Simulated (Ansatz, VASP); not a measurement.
**Bi3H2: VASP beside Ansatz**

```
CELL_PARAMETERS angstrom
3.81821 0.00000 0.00000
0.00000 3.81821 0.00000
0.00000 0.00000 9.76057
ATOMIC_POSITIONS crystal
Bi 0.50000 0.50000 0.83617
Bi 0.50000 0.50000 0.16383
Bi 0.50000 0.50000 0.50000
H 0.00000 0.50000 0.50000
H 0.50000 0.00000 0.50000
```

Alike in both runs: functional PBE; k mesh 10 × 10 × 4; occupations gaussian, width 0.1 eV; no spin polarisation.

Ansatz relaxed the structure, and its values are those at the end. VASP's run is a single point on that final structure, the one shown.

|  | VASP | Ansatz |
| --- | --- | --- |
| version | VASP 6.6.1 | Ansatz 0.2.0 |
| potentials or method | VASP PAW PBE potentials, release 64 (Bi_d, H), cutoff 520 eV | scalar-relativistic, plane waves, PAW |
| valence electrons in the cell | 47 | 47 |

|  | VASP | Ansatz | Ansatz less VASP |
| --- | --- | --- | --- |
| gap on the k mesh at the Fermi level (eV) | none | none | - |
| pressure (GPa) | -0.1 | 0.0 | +0.08 |

A gap of «none» marks a metal or a gap that the smearing closes.

Neither program's run includes spin-orbit coupling.
